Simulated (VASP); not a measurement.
Here is a VASP 6.6.1 calculation.

Contents of INCAR:

```
PREC = Accurate
ENCUT = 520
EDIFF = 1E-6
ISMEAR = 0
SIGMA = 0.1
LREAL = F
LASPH = T
NELM = 60
ALGO = Normal
ISIF = 2
LWAVE = F
LCHARG = F
GGA = PE
NBANDS = 42
```

The input KPOINTS:

```
regular mesh
0
Gamma
  10 10 6
```

POSCAR

```
Zn4SnN
1.0
    3.6364610325      0.0000000000      0.0000000000
    0.0000000000      3.6364610325      0.0000000000
    0.0000000000      0.0000000000      7.8940733237
Zn Sn N
4 1 1
Direct
    0.5000000000      0.0000000000      0.6797572444
    0.0000000000      0.5000000000      0.3202427556
    0.5000000000      0.0000000000      0.3202427556
    0.0000000000      0.5000000000      0.6797572444
    0.0000000000      0.0000000000      0.0000000000
    0.5000000000      0.5000000000      0.5000000000
```

Potentials or basis: VASP PAW PBE potentials, release 64 (Zn, Sn_d, N).

Run with:

```bash
$ cat potpaw_PBE.64/Zn/POTCAR potpaw_PBE.64/Sn_d/POTCAR potpaw_PBE.64/N/POTCAR > POTCAR
$ mpirun -np 1 vasp_std > vasp.out
```

Predict the largest force.

0.021 eV/Å.

What does it give for the pressure?

0.2 GPa.

What does it give for the band gap on the k mesh?

Zero (an odd number of electrons rules out a gap without spin polarisation).

Forces on the atoms (eV/Å):
```
Zn   0.000  0.000  0.021
Zn   0.000  0.000 -0.021
Zn   0.000  0.000 -0.021
Zn   0.000  0.000  0.021
Sn   0.000  0.000  0.000
N    0.000  0.000  0.000
```

Caveat: spin-orbit coupling is left out, which moves the levels of the heavy elements.
